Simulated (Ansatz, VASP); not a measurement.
One calculation of InF, two programs

INCAR

```
ALGO     = Normal         # electronic algorithm
EDIFF    = 1E-7           # SCF threshold, eV
ENCUT    = 520            # plane-wave cutoff, eV
GGA      = PE             # functional
ISIF     = 2              # what is computed and relaxed
ISMEAR   = -1             # smearing method
LASPH    = True           # aspherical terms in the spheres
LCHARG   = True           # write CHGCAR
LELF     = True           # ELF
LREAL    = False          # projectors in reciprocal space
LVHAR    = True         
LWAVE    = False          # write WAVECAR
NBANDS   = 17             # bands
NELM     = 60             # most SCF steps
PREC     = Accurate       # precision mode
SIGMA    = 0.05           # smearing width, eV
```

KPOINTS

```
k-points
0
Gamma
  13 13 13
```

Contents of POSCAR:

```
InF
1.0
    0.0000000000      2.9436742648      2.9436742648
    2.9436742648      0.0000000000      2.9436742648
    2.9436742648      2.9436742648      0.0000000000
In F
1 1
Direct
    0.0000000000      0.0000000000      0.0000000000
    0.2500000000      0.2500000000      0.2500000000
```

Input for Ansatz:

```yaml
crystal:
  lattice:
    - [0.0, 2.9436742648, 2.9436742648]
    - [2.9436742648, 0.0, 2.9436742648]
    - [2.9436742648, 2.9436742648, 0.0]
  atoms:
    - { symbol: In, position: [0.0, 0.0, 0.0] }
    - { symbol: F, position: [0.25, 0.25, 0.25] }
kpoints:
  mp_grid: { grid: [13, 13, 13] }
scf:
  occupations: { method: fermi_dirac, width: 0.05 }
hamiltonian:
  xc: pbe
  pseudopotentials: { kind: all_electron, lapw: { basis_error: 0.0005 } }
output:
  forces: true
  stress: true
  eigenvalues: true
```

Change from the starting cell: volume scaled by 0.9405.

Alike in both runs: task single point; functional PBE; k mesh 13 × 13 × 13; occupations fermi-dirac, width 0.05 eV; no spin polarisation.

|  | VASP | Ansatz |
| --- | --- | --- |
| version | VASP 6.6.1 | Ansatz 0.2.0 |
| potentials or method | VASP PAW PBE potentials, release 64 (In_d, F), cutoff 520 eV | all-electron LAPW, scalar-relativistic |

|  | VASP | Ansatz | Ansatz less VASP |
| --- | --- | --- | --- |
| pressure (GPa) | 1.4 | 1.6 | +0.12 |

Ansatz ran all-electron here, and VASP with PAW potentials.
